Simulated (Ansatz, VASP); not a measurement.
## Cr in VASP and in Ansatz

```xyz
2
Lattice="0.0000 2.5066 2.5066 2.5066 0.0000 2.5066 2.5066 2.5066 0.0000" Properties=species:S:1:pos:R:3 pbc="T T T"
Cr    0.6266    0.6266    0.6266
Cr    4.3865    4.3865    4.3865
```

Alike in both runs: functional PBEsol; k mesh 11 × 11 × 11; occupations fermi-dirac, width 0.1 eV; no spin polarisation.

Ansatz relaxed the structure, and its values are those at the end. VASP's run is a single point on that final structure, the one shown.

```csv
,VASP,Ansatz
version,VASP 6.6.1,Ansatz 0.2.0
potentials or method,"VASP PAW PBE potentials, release 64 (Cr_pv), cutoff 520 eV","plane waves (420 eV) with PAW, scalar-relativistic"
valence electrons in the cell,24,28
```

```csv
,VASP,Ansatz,Ansatz less VASP
pressure (GPa),0.3,0.0,-0.30
```

VASP's potentials were made for PBE, not for PBEsol, and Ansatz warns of the same on its side. With one functional, cell and mesh, what is left measures potentials, basis and numerics. VASP's potentials hold 24 valence electrons a cell and Ansatz's 28, so a difference there can come from the potentials and not from the codes.
